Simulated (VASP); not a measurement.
# Mg (P6_3/mmc) in VASP: a series of runs, part 2 of 2

VASP 6.6.1.

## (3) Single point, PBE

This run uses another cell than the first one, of 21.65 Å³/atom, 1.021 times its volume.

Input file INCAR:

```
SYSTEM = Mg
ALGO     = Fast           ! electronic algorithm
EDIFF    = 1E-6           ! SCF threshold, eV
ENCUT    = 520            ! plane-wave cutoff, eV
GGA      = PE             ! functional
ISIF     = 2              ! what is computed and relaxed
ISMEAR   = -1             ! smearing method
LASPH    = .TRUE.         ! aspherical terms in the spheres
LCHARG   = .FALSE.        ! write CHGCAR
LREAL    = .FALSE.        ! projectors in reciprocal space
LWAVE    = .FALSE.        ! write WAVECAR
NBANDS   = 12             ! bands
NELM     = 60             ! most SCF steps
PREC     = Accurate       ! precision mode
SIGMA    = 0.05           ! smearing width, eV
```

Input file KPOINTS:

```
k-points
0
G
  10 10 3
  0 0 0
```

Input file POSCAR:

```
Mg
1.0
    3.1338908191      0.0000000000      0.0000000000
   -1.5669454095      2.7140290620      0.0000000000
    0.0000000000      0.0000000000     10.1794008330
Mg
4
Direct
    0.6666666667      0.3333333333      0.7500000000
    0.0000000000      0.0000000000      0.5000000000
    0.3333333333      0.6666666667      0.2500000000
    0.0000000000      0.0000000000      0.0000000000
```

Potentials or basis: VASP PAW PBE potentials, release 64 (Mg).

Launch:

```console
> cat potpaw_PBE.64/Mg/POTCAR > POTCAR
> mpirun -np 1 vasp_std > vasp.out
```

OUTCAR:

```text
SYSTEM = Mg
   EDIFF = 1E-6
   ENCUT = 520
   GGA = PE
   ISIF = 2
   ISMEAR = -1
   LASPH = .TRUE.
   LREAL = .FALSE.
   NELM = 60
   PREC = Accurate

 ion  position               nearest neighbor table
   1  0.667  0.333  0.750-   2 3.12   4 3.12   2 3.12   4 3.12   2 3.12   4 3.12
   2  0.000  0.000  0.500-   1 3.12   3 3.12   3 3.12   1 3.12   1 3.12   3 3.12
   3  0.333  0.667  0.250-   2 3.12   4 3.12   2 3.12   4 3.12   2 3.12   4 3.12
   4  0.000  0.000  0.000-   1 3.12   3 3.12   3 3.12   1 3.12   1 3.12   3 3.12

  LATTYP: Found a hexagonal cell.
 ALAT       =     3.1338908191
 C/A-ratio  =     3.2481670296

  Lattice vectors:

 A1 = (   3.1338908191,   0.0000000000,   0.0000000000)
 A2 = (  -1.5669454095,   2.7140290620,   0.0000000000)
 A3 = (   0.0000000000,   0.0000000000,  10.1794008330)

Analysis of symmetry for initial positions (statically):
=====================================================================
 Subroutine PRICEL returns:
 Original cell was already a primitive cell.

 Routine SETGRP: Setting up the symmetry group for a
 hexagonal supercell.

 Subroutine GETGRP returns: Found 24 space group operations
 (whereof 12 operations were pure point group operations)
[... 181 lines left out ...]
      2      -2.7969      2.00000
      3      -2.7943      2.00000
      4       1.1635      2.00000
      5       1.7059      2.00000
      6       8.1447      0.00000
      7       8.1544      0.00000
      8      14.2698      0.00000
      9      14.2698      0.00000
     10      14.3924      0.00000
     11      14.3924      0.00000
     12      15.0383      0.00000
[... 331 lines left out ...]
 k-point    24 :       0.4000    0.1000    0.3333
  band No.  band energies     occupation
      1       0.1135      2.00000
      2       0.5686      2.00000
      3       1.9938      2.00000
      4       2.1673      2.00000
      5       2.8110      1.98429
      6       3.7559      0.00000
      7       4.4522      0.00000
      8       5.6678      0.00000
      9       7.1132      0.00000
     10       7.8602      0.00000
     11       8.5575      0.00000
     12       9.3693      0.00000

 [... further k-points ...]
[... 5 lines left out ...]
  --------------------------------------------------------------------------------------
  -------------------------------------------------------------------------------------
  Total        1.2075596      1.2075596      1.6064223      0.0000000     -0.0000000     -0.0000000
  in kB       22.3459385     22.3459385     29.7269070      0.0000000     -0.0000000     -0.0000000
  external PRESSURE =      24.8062613 kB  Pullay stress =       0.0000000 kB

 VOLUME and BASIS-vectors are now :
 -----------------------------------------------------------------------------
  energy-cutoff  :      520.00
  volume of cell :       86.58
      direct lattice vectors                 reciprocal lattice vectors
     3.133890819  0.000000000  0.000000000     0.319092163  0.184227946  0.000000000
    -1.566945409  2.714029062  0.000000000     0.000000000  0.368455892  0.000000000
     0.000000000  0.000000000 10.179400833     0.000000000  0.000000000  0.098237609

 POSITION                                       TOTAL-FORCE (eV/Angst)
 -----------------------------------------------------------------------------------
      1.56695      0.90468      7.63455         0.000000     -0.000000      0.000000
      0.00000      0.00000      5.08970         0.000000      0.000000      0.000000
     -0.00000      1.80935      2.54485        -0.000000      0.000000      0.000000
      0.00000      0.00000      0.00000         0.000000      0.000000      0.000000
 -----------------------------------------------------------------------------------
    total drift:                                0.000000     -0.000000      0.000000

  FREE ENERGIE OF THE ION-ELECTRON SYSTEM (eV)
  ---------------------------------------------------
  free  energy   TOTEN  =        -5.9676694115 eV

  energy  without entropy=       -5.9481923782  energy(sigma->0) =       -5.95793089
```

stdout:

```text
POSCAR found type information on POSCAR Mg
 POSCAR found :  1 types and       4 ions
 scaLAPACK will be used
 LDA part: xc-table for (Slater+PW92), standard interpolation
 POSCAR, INCAR and KPOINTS ok, starting setup
 FFT: planning ... GRIDC
 FFT: planning ... GRID_SOFT
 FFT: planning ... GRID
 WAVECAR not read
 entering main loop
```

Wall time 19 s (1 thread of Intel Xeon Platinum 8488C (Sapphire Rapids), shared host); peak memory 0.2 GiB.

What came out:

```yaml
Free_energy: -5.9677 eV
Pressure: 2.5 GPa
Band_gap_on_the_k_mesh: zero (band 4 reaches 3.58 eV, above the bottom of band 5 at 1.71 eV)
```

Levels at points of the mesh, in eV from the Fermi level:
```
           k point  band 1  band 2  band 3  band 4  band 5  band 6  band 7  band 8  band 9
(0.00, 0.00, 0.00)   -7.29   -5.85   -5.85   -1.89   -1.35    5.09    5.10   11.22   11.22
(0.50, 0.00, 0.00)   -2.34   -2.31   -1.25   -1.20   -0.62   -0.57    2.72    2.87    3.47
```

## (4) Single point, PBE

This run uses another cell than the first one, of 22.55 Å³/atom, 1.064 times its volume.

Input file INCAR:

```
PREC = Accurate
ENCUT = 520
EDIFF = 1E-7
ISMEAR = -1
SIGMA = 0.05
LREAL = F
LASPH = T
NELM = 60
ALGO = Fast
ISIF = 2
LWAVE = F
LCHARG = F
GGA = PE
NBANDS = 12
```

Input file KPOINTS:

```
Automatic mesh
0
Gamma
  10 10 3
```

Input file POSCAR:

```
Mg
1.0
    3.1768261656      0.0000000000      0.0000000000
   -1.5884130828      2.7512121628      0.0000000000
    0.0000000000      0.0000000000     10.3188620100
Mg
4
Direct
    0.6666666667      0.3333333333      0.7500000000
    0.0000000000      0.0000000000      0.5000000000
    0.3333333333      0.6666666667      0.2500000000
    0.0000000000      0.0000000000      0.0000000000
```

Potentials or basis: VASP PAW PBE potentials, release 64 (Mg).

Launch:

```console
> cat potpaw_PBE.64/Mg/POTCAR > POTCAR
> mpirun -np 1 vasp_std > vasp.out
```

OUTCAR:

```text
PREC = Accurate
   ENCUT = 520
   EDIFF = 1E-7
   ISMEAR = -1
   LREAL = F
   LASPH = T
   NELM = 60
   ISIF = 2
   GGA = PE

 ion  position               nearest neighbor table
   1  0.667  0.333  0.750-   2 3.17   4 3.17   2 3.17   4 3.17   2 3.17   4 3.17
   2  0.000  0.000  0.500-   1 3.17   3 3.17   3 3.17   1 3.17   1 3.17   3 3.17
   3  0.333  0.667  0.250-   2 3.17   4 3.17   2 3.17   4 3.17   2 3.17   4 3.17
   4  0.000  0.000  0.000-   1 3.17   3 3.17   3 3.17   1 3.17   1 3.17   3 3.17

  LATTYP: Found a hexagonal cell.
 ALAT       =     3.1768261656
 C/A-ratio  =     3.2481670296

  Lattice vectors:

 A1 = (   3.1768261656,   0.0000000000,   0.0000000000)
 A2 = (  -1.5884130828,   2.7512121628,   0.0000000000)
 A3 = (   0.0000000000,   0.0000000000,  10.3188620100)

Analysis of symmetry for initial positions (statically):
=====================================================================
 Subroutine PRICEL returns:
 Original cell was already a primitive cell.

 Routine SETGRP: Setting up the symmetry group for a
 hexagonal supercell.

 Subroutine GETGRP returns: Found 24 space group operations
[... 182 lines left out ...]
      2      -2.8749      2.00000
      3      -2.8738      2.00000
      4       1.0119      2.00000
      5       1.4838      2.00000
      6       7.8009      0.00000
      7       7.8100      0.00000
      8      13.8004      0.00000
      9      13.8004      0.00000
     10      13.8782      0.00000
     11      13.8782      0.00000
     12      14.5887      0.00000
[... 331 lines left out ...]
 k-point    24 :       0.4000    0.1000    0.3333
  band No.  band energies     occupation
      1      -0.0370      2.00000
      2       0.4082      2.00000
      3       1.8066      2.00000
      4       1.9753      2.00000
      5       2.5769      1.98770
      6       3.5123      0.00000
      7       4.1984      0.00000
      8       5.3901      0.00000
      9       6.8136      0.00000
     10       7.5308      0.00000
     11       8.1616      0.00000
     12       8.9691      0.00000

 [... further k-points ...]
[... 5 lines left out ...]
  --------------------------------------------------------------------------------------
  -------------------------------------------------------------------------------------
  Total        0.2669037      0.2669037      0.7657109      0.0000000      0.0000000      0.0000000
  in kB        4.7415008      4.7415008     13.6027304      0.0000000      0.0000000      0.0000000
  external PRESSURE =       7.6952440 kB  Pullay stress =       0.0000000 kB

 VOLUME and BASIS-vectors are now :
 -----------------------------------------------------------------------------
  energy-cutoff  :      520.00
  volume of cell :       90.19
      direct lattice vectors                 reciprocal lattice vectors
     3.176826166  0.000000000  0.000000000     0.314779578  0.181738074  0.000000000
    -1.588413083  2.751212163  0.000000000     0.000000000  0.363476148  0.000000000
     0.000000000  0.000000000 10.318862010     0.000000000  0.000000000  0.096909911

 POSITION                                       TOTAL-FORCE (eV/Angst)
 -----------------------------------------------------------------------------------
      1.58841      0.91707      7.73915         0.000000     -0.000000      0.000000
      0.00000      0.00000      5.15943        -0.000000      0.000000      0.000000
     -0.00000      1.83414      2.57972         0.000000      0.000000      0.000000
      0.00000      0.00000      0.00000         0.000000      0.000000      0.000000
 -----------------------------------------------------------------------------------
    total drift:                                0.000000     -0.000000      0.000000

  FREE ENERGIE OF THE ION-ELECTRON SYSTEM (eV)
  ---------------------------------------------------
  free  energy   TOTEN  =        -6.0036815802 eV

  energy  without entropy=       -5.9853474207  energy(sigma->0) =       -5.99451450
```

stdout:

```text
POSCAR found type information on POSCAR Mg
 POSCAR found :  1 types and       4 ions
 scaLAPACK will be used
 LDA part: xc-table for (Slater+PW92), standard interpolation
 POSCAR, INCAR and KPOINTS ok, starting setup
 FFT: planning ... GRIDC
 FFT: planning ... GRID_SOFT
 FFT: planning ... GRID
 WAVECAR not read
 entering main loop
```

Run time: 21 s. Hardware: 1 thread of Intel Xeon Platinum 8488C (Sapphire Rapids), shared host; peak memory 0.2 GiB.

What came out:

```yaml
Free_energy: -6.0037 eV
Pressure: 0.8 GPa
Band_gap_on_the_k_mesh: zero (band 4 reaches 3.37 eV, above the bottom of band 5 at 1.48 eV)
```

Levels at points of the mesh, in eV from the Fermi level:
| k point | band 1 | band 2 | band 3 | band 4 | band 5 | band 6 | band 7 | band 8 | band 9 |
| --- | --- | --- | --- | --- | --- | --- | --- | --- | --- |
| (0.00, 0.00, 0.00) | -7.11 | -5.71 | -5.70 | -1.82 | -1.35 | 4.97 | 4.98 | 10.97 | 10.97 |
| (0.50, 0.00, 0.00) | -2.27 | -2.26 | -1.20 | -1.17 | -0.61 | -0.58 | 2.67 | 2.84 | 3.35 |

## (5) The runs side by side

| cell | gap on the mesh (eV) | pressure (GPa) |
| --- | --- | --- |
| a = 3.112, b = 3.112, c = 10.108 Å, angles 90.0, 90.0, 120.0°, 4 atoms | none | 3.5 |
| a = 3.134, b = 3.134, c = 10.179 Å, angles 90.0, 90.0, 120.0°, 4 atoms | none | 2.5 |
| a = 3.177, b = 3.177, c = 10.319 Å, angles 90.0, 90.0, 120.0°, 4 atoms | none | 0.8 |

Alike in all rows: task single point; level PBE; potentials or basis VASP PAW PBE potentials, release 64 (Mg); no spin polarisation; k mesh 10 × 10 × 3; cutoff (eV) 520; smearing fermi-dirac 0.05 eV.

Total energies depend on the potentials used, so only differences within one code and one set of settings carry meaning.
